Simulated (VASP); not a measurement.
Y: single point with revPBE

The system is Y.

```
Y
1.0
     3.39634    0.00000    0.00000
     0.00000    3.39634    0.00000
     0.00000    0.00000    3.39634
Y
1
Direct
  0.00000 0.00000 0.00000
```

This cell differs from its parent crystal: volume scaled by 1.08.

| Property | Result |
| --- | --- |
| Program | VASP 6.6.1 |
| Task | single point |
| Functional | revPBE |
| Potentials or basis | VASP PAW PBE potentials, release 64 (Y_sv) |
| Cutoff | 520 eV |
| k mesh | 11 × 11 × 11 |
| Occupations | fermi-dirac, width 0.1 eV |
| Spin | no spin polarisation |

* Pressure: -1.8 GPa

Levels at points of the mesh, in eV from the Fermi level:
```tsv
k point	band 1	band 2	band 3	band 4	band 5	band 6	band 7	band 8	band 9	band 10
(0.00, 0.00, 0.00)	-43.28	-23.01	-23.01	-23.01	-4.28	-0.46	-0.46	4.58	4.58	4.58
```

Run time: 11 s on 1 thread of Intel(R) Xeon(R) 6975P-C (Granite Rapids), on a shared host, peak memory 0.18 GiB.

Caveat: the PAW data sets were made with another functional, which shifts forces and pressure a little.
